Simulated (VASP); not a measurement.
# AlOs (Pm-3m) in VASP: a series of runs

AlOs is run at these levels: LDA; tasks: single point.

Everything below comes from runs of VASP 6.6.1. Logs are shortened: lines on timing, memory, paths and dates and some standing lists are left out, and cuts for length are marked.

### 1 The cell of the first run

The structure is cubic, space group Pm-3m (No. 221). Conventional cell: a = 2.998 Å, b = 2.998 Å, c = 2.998 Å, α = 90.00°, β = 90.00°, γ = 90.00°. Al (site symmetry m-3m) has 8 Os at 2.60 Å and 6 Al at 3.00 Å within 3.4 Å. Within 3.4 Å of Os (site symmetry m-3m) lie 8 Al at 2.60 Å and 6 Os at 3.00 Å.

### 2 Single point, LDA

INCAR reads:

```
SYSTEM = AlOs
PREC = Accurate ; ENCUT = 600
EDIFF = 1E-6 ; ISMEAR = -1
SIGMA = 0.1 ; LREAL = .FALSE.
LASPH = .TRUE. ; NELM = 120
ALGO = Normal ; ISIF = 2
LWAVE = .FALSE. ; LCHARG = .FALSE.
GGA = CA ; NBANDS = 12
GGA_COMPAT = .FALSE.
```

KPOINTS reads:

```
Automatic mesh
0
G
  7 7 7
  0 0 0
```

POSCAR reads:

```
AlOs
1.0
    2.9979119800      0.0000000000      0.0000000000
    0.0000000000      2.9979119800      0.0000000000
    0.0000000000      0.0000000000      2.9979119800
Al Os
1 1
Direct
    0.0000000000      0.0000000000      0.0000000000
    0.5000000000      0.5000000000      0.5000000000
```

Potentials or basis: VASP PAW LDA potentials, release 64 (Al, Os).

Run with:

```
$ cat potpaw_LDA.64/Al/POTCAR potpaw_LDA.64/Os/POTCAR > POTCAR
$ mpirun -np 1 vasp_std > vasp.out
```

OUTCAR:

```text
SYSTEM = AlOs
   PREC = Accurate
   ENCUT = 600
   EDIFF = 1E-6
   ISMEAR = -1
   LREAL = .FALSE.
   LASPH = .TRUE.
   NELM = 120
   ISIF = 2
   GGA = CA

 ion  position               nearest neighbor table
   1  0.000  0.000  0.000-   2 2.60   2 2.60   2 2.60   2 2.60   2 2.60   2 2.60   2 2.60   2 2.60

   2  0.500  0.500  0.500-   1 2.60   1 2.60   1 2.60   1 2.60   1 2.60   1 2.60   1 2.60   1 2.60

  LATTYP: Found a simple cubic cell.
 ALAT       =     2.9979119800

  Lattice vectors:

 A1 = (   2.9979119800,   0.0000000000,   0.0000000000)
 A2 = (   0.0000000000,   2.9979119800,   0.0000000000)
 A3 = (   0.0000000000,   0.0000000000,   2.9979119800)

Analysis of symmetry for initial positions (statically):
=====================================================================
 Subroutine PRICEL returns:
 Original cell was already a primitive cell.

 Routine SETGRP: Setting up the symmetry group for a
 simple cubic supercell.

 Subroutine GETGRP returns: Found 48 space group operations
 (whereof 48 operations were pure point group operations)
 out of a pool of 48 trial point group operations.

The static configuration has the point symmetry O_h .

Analysis of symmetry for dynamics (positions and initial velocities):
=====================================================================
 Subroutine PRICEL returns:
 Original cell was already a primitive cell.

 Routine SETGRP: Setting up the symmetry group for a
 simple cubic supercell.

 Subroutine GETGRP returns: Found 48 space group operations
 (whereof 48 operations were pure point group operations)
 out of a pool of 48 trial point group operations.

The dynamic configuration has the point symmetry O_h .

 Subroutine INISYM returns: Found 48 space group operations
 (whereof 48 operations are pure point group operations),
 and found     1 'primitive' translations

----------------------------------------------------------------------------------------

                                     Primitive cell

  volume of cell :      26.9437

  direct lattice vectors                    reciprocal lattice vectors
     2.997911980  0.000000000  0.000000000     0.333565497  0.000000000  0.000000000
     0.000000000  2.997911980  0.000000000     0.000000000  0.333565497  0.000000000
     0.000000000  0.000000000  2.997911980     0.000000000  0.000000000  0.333565497

  length of vectors
     2.997911980  2.997911980  2.997911980     0.333565497  0.333565497  0.333565497

  position of ions in fractional coordinates (direct lattice)
     0.000000000  0.000000000  0.000000000
     0.500000000  0.500000000  0.500000000

  ion indices of the primitive-cell ions
   primitive index   ion index
                 1           1
                 2           2

----------------------------------------------------------------------------------------

 KPOINTS: Automatic mesh

Automatic generation of k-mesh.
 Grid dimensions read from file:
 generate k-points for:    7    7    7

 Generating k-lattice:

  Cartesian coordinates                     Fractional coordinates (reciprocal lattice)
     0.047652214  0.000000000  0.000000000     0.142857143  0.000000000  0.000000000
     0.000000000  0.047652214  0.000000000     0.000000000  0.142857143  0.000000000
     0.000000000  0.000000000  0.047652214     0.000000000  0.000000000  0.142857143

  Length of vectors
     0.047652214  0.047652214  0.047652214

  Shift w.r.t. Gamma in fractional coordinates (k-lattice)
     0.000000000  0.000000000  0.000000000

 Subroutine IBZKPT returns following result:
 ===========================================

 Found     20 irreducible k-points:

 Following reciprocal coordinates:
            Coordinates               Weight
  0.000000  0.000000  0.000000      1.000000
  0.142857  0.000000  0.000000      6.000000
  0.285714  0.000000  0.000000      6.000000
  0.428571  0.000000  0.000000      6.000000
  0.142857  0.142857  0.000000     12.000000
  0.285714  0.142857  0.000000     24.000000
[... 12 lines left out ...]
  0.428571  0.428571  0.285714     24.000000
  0.428571  0.428571  0.428571      8.000000
   k-points           NKPTS =     20   k-points in BZ     NKDIM =     20   number of bands    NBANDS=     12
   number of dos      NEDOS =    301   number of ions     NIONS =      2
   total plane-waves  NPLWV =  13824
   dimension x,y,z NGX =    24 NGY =   24 NGZ =   24
   dimension x,y,z NGXF=    48 NGYF=   48 NGZF=   48
   ions per type =               1   1
   NGX,Y,Z   is equivalent  to a cutoff of  13.31, 13.31, 13.31 a.u.
   NGXF,Y,Z  is equivalent  to a cutoff of  26.62, 26.62, 26.62 a.u.
 SYSTEM =  AlOs
   PREC   = accura    normal or accurate (medium, high low for compatibility)
   ISTART =      0    job   : 0-new  1-cont  2-samecut
   ICHARG =      2    charge: 1-file 2-atom 10-const
   ISPIN  =      1    spin polarized calculation?
   LNONCOLLINEAR =      F non collinear calculations
   LSORBIT =      F    spin-orbit coupling
   LASPH  =      T    aspherical Exc in radial PAW
   ENCUT  =  600.0 eV  44.10 Ry    6.64 a.u.   5.99  5.99  5.99*2*pi/ulx,y,z
   NELM   =    120;   NELMIN=  2; NELMDL= -5     # of ELM steps
   EDIFF  = 0.1E-05   stopping-criterion for ELM
   LREAL  =      F    real-space projection
   EDIFFG = 0.1E-04   stopping-criterion for IOM
   NSW    =      0    number of steps for IOM
   IBRION =     -1    ionic relax: 0-MD 1-quasi-New 2-CG
   NFREE  =      0    steps in history (QN), initial steepest desc. (CG)
   ISIF   =      2    stress and relaxation
   ISYM   =      2    0-nonsym 1-usesym 2-fastsym
   POTIM  = 0.5000    time-step for ionic-motion
   TEBEG  =    0.0;   TEEND  =   0.0 temperature during run
   PSTRESS=    0.0 pullay stress
   NELECT =      11.0000    total number of electrons
   NUPDOWN=      -1.0000    fix difference up-down
   EMIN   =  10.00;   EMAX   =-10.00  energy-range for DOS
   EFERMI =   0.00;   METHOD = LEGACY
   ISMEAR =    -1;   SIGMA  =   0.10  broadening in eV -4-tet -1-fermi 0-gaus
   EFERMI_NEDOS =   21; number of points for ismear=-14 and -15
   IALGO  =     38    algorithm
   IMIX   =      4    mixing-type and parameters
     AMIX     =   0.40;   BMIX     =  1.00
     AMIX_MAG =   1.60;   BMIX_MAG =  1.00
  volume/ion in A,a.u.               =      13.47        90.91
  Fermi-wavevector in a.u.,A,eV,Ry     =   1.214470  2.295016 20.067747  1.474938
  Thomas-Fermi vector in A             =   2.349889
   LORBIT       =      0    0 simple, 1 ext, 2 COOP (PROOUT), +10 PAW based schemes
   GGA     = CA    functional components
   LHFCALC =     F    Hartree Fock is set to
   AEXX    =    0.0000 exact exchange contribution
   IVDW    =     0    specifies the selected vdW correction
   LEPSILON=     F    determine dielectric tensor
   LRPA    =     F    only Hartree local field effects (RPA)
 non-spin polarized calculation
  energy-cutoff  :      600.00
  volume of cell :       26.94
 maximum number of plane-waves:       916
 NGX is ok and might be reduce to    24
   NGX = 11   NGY = 11   NGZ = 11

 number of electron      11.0000001 magnetization

 Free energy of the ion-electron system (eV)
  ---------------------------------------------------
  ext. energy  EPLUGINS =         0.00000000
  ---------------------------------------------------
  free energy    TOTEN  =       -17.68420547 eV

  energy without entropy =      -17.64115994  energy(sigma->0) =      -17.66268270

 E-fermi :   8.9010     XC(G=0): -12.7803

 val. band max:        8.8982778080   @ k =   0.1429   0.1429   0.0000
 cond. band min:       8.9561789683   @ k =   0.2857   0.1429   0.0000
 fundamental gap:      0.0579011603
 Fermi energy:         8.9009680363

 k-point     1 :       0.0000    0.0000    0.0000
  band No.  band energies     occupation
      1      -2.0095      2.00000
      2       4.6754      2.00000
      3       4.6754      2.00000
      4       9.2583      0.05458
      5       9.2583      0.05458
      6       9.2583      0.05458
      7      14.4664      0.00000
      8      14.4664      0.00000
      9      14.4664      0.00000
     10      20.4418      0.00000
     11      20.4418      0.00000
     12      21.9596      0.00000

 k-point     2 :       0.1429    0.0000    0.0000
  band No.  band energies     occupation
      1      -1.5957      2.00000
      2       4.8116      2.00000
      3       4.8217      2.00000
      4       8.6709      1.81781
      5       8.6709      1.81780
      6       9.3196      0.02993
      7      13.0197      0.00000
      8      15.3317      0.00000
      9      15.3317      0.00000
     10      19.3308      0.00000
     11      21.0604      0.00000
     12      23.7002      0.00000

 k-point     3 :       0.2857    0.0000    0.0000
  band No.  band energies     occupation
      1      -0.4395      2.00000
      2       4.6815      2.00000
      3       5.1815      2.00000
      4       7.7004      1.99999
      5       7.7004      1.99999
      6       9.4616      0.00732
      7      11.4276      0.00000
      8      17.1311      0.00000
      9      17.1311      0.00000
     10      17.4353      0.00000
     11      21.4715      0.00000
     12      24.8837      0.00000
[... 226 lines left out ...]
 k-point    19 :       0.4286    0.4286    0.2857
  band No.  band energies     occupation
      1       2.9874      2.00000
      2       4.3608      2.00000
      3       4.4914      2.00000
      4       7.4213      2.00000
      5       9.6970      0.00070
      6       9.8381      0.00017
      7      12.3629      0.00000
      8      13.1005      0.00000
      9      14.4031      0.00000
     10      18.3589      0.00000
     11      19.5424      0.00000
     12      20.3546      0.00000

 k-point    20 :       0.4286    0.4286    0.4286
  band No.  band energies     occupation
      1       3.4632      2.00000
      2       3.8450      2.00000
      3       3.8450      2.00000
      4      10.0281      0.00003
      5      10.0281      0.00003
      6      10.7025      0.00000
      7      11.6613      0.00000
      8      13.4430      0.00000
      9      13.4430      0.00000
     10      17.9798      0.00000
     11      18.8523      0.00000
     12      18.8523      0.00000

------------------------ aborting loop because EDIFF is reached ----------------------------------------

  FORCE on cell =-STRESS in cart. coord.  units (eV):
  Direction    XX          YY          ZZ          XY          YZ          ZX
  --------------------------------------------------------------------------------------
  -------------------------------------------------------------------------------------
  Total       -0.9024882     -0.9024882     -0.9024882     -0.0000000     -0.0000000      0.0000000
  in kB      -53.6655388    -53.6655388    -53.6655388     -0.0000000     -0.0000000      0.0000000
  external PRESSURE =     -53.6655388 kB  Pullay stress =       0.0000000 kB

 VOLUME and BASIS-vectors are now :
 -----------------------------------------------------------------------------
  energy-cutoff  :      600.00
  volume of cell :       26.94
      direct lattice vectors                 reciprocal lattice vectors
     2.997911980  0.000000000  0.000000000     0.333565497  0.000000000  0.000000000
     0.000000000  2.997911980  0.000000000     0.000000000  0.333565497  0.000000000
     0.000000000  0.000000000  2.997911980     0.000000000  0.000000000  0.333565497

 POSITION                                       TOTAL-FORCE (eV/Angst)
 -----------------------------------------------------------------------------------
      0.00000      0.00000      0.00000         0.000000      0.000000      0.000000
      1.49896      1.49896      1.49896         0.000000      0.000000      0.000000
 -----------------------------------------------------------------------------------
    total drift:                                0.000000     -0.000000     -0.000000

  FREE ENERGIE OF THE ION-ELECTRON SYSTEM (eV)
  ---------------------------------------------------
  free  energy   TOTEN  =       -17.6842054651 eV

  energy  without entropy=      -17.6411599433  energy(sigma->0) =      -17.66268270
```

Wall time 4.5 s (1 thread of AMD EPYC 7R43 (Zen 3), shared host); peak memory 0.1 GiB.

Results:

```yaml
Free_energy: -17.6842 eV
Pressure: -5.4 GPa
Band_gap_on_the_k_mesh: zero (an odd number of electrons rules out a gap without spin polarisation)
```

Levels at points of the mesh, in eV from the Fermi level:
```
           k point  band 2  band 3  band 4  band 5  band 6  band 7  band 8  band 9  band 10  band 11
(0.00, 0.00, 0.00)   -4.23   -4.23    0.36    0.36    0.36    5.57    5.57    5.57    11.54    11.54
```

Caveat: the cell stands under tension; spin-orbit coupling is left out, which moves the levels of the heavy elements.

### 3 Single point, LDA

INCAR is that of step 2.

KPOINTS reads:

```
Automatic mesh
0
G
  9 9 9
  0 0 0
```

POSCAR is that of step 2.

Potentials or basis: VASP PAW LDA potentials, release 64 (Al, Os).

Run with:

```
$ cat potpaw_LDA.64/Al/POTCAR potpaw_LDA.64/Os/POTCAR > POTCAR
$ mpirun -np 1 vasp_std > vasp.out
```

It took 7.9 s on 1 thread of AMD EPYC 7R43 (Zen 3), shared host; peak memory 0.1 GiB.

Results (log left out):

- Free energy: -17.6974 eV
- Pressure: -5.6 GPa
- Band gap on the k mesh: zero (an odd number of electrons rules out a gap without spin polarisation)

Levels at points of the mesh, in eV from the Fermi level:
| k point | band 3 | band 4 | band 5 | band 6 | band 7 | band 8 | band 9 | band 10 |
| --- | --- | --- | --- | --- | --- | --- | --- | --- |
| (0.00, 0.00, 0.00) | -4.15 | 0.42 | 0.42 | 0.42 | 5.63 | 5.63 | 5.63 | 11.61 |

Caveat: the cell stands under tension; spin-orbit coupling is left out, which moves the levels of the heavy elements.
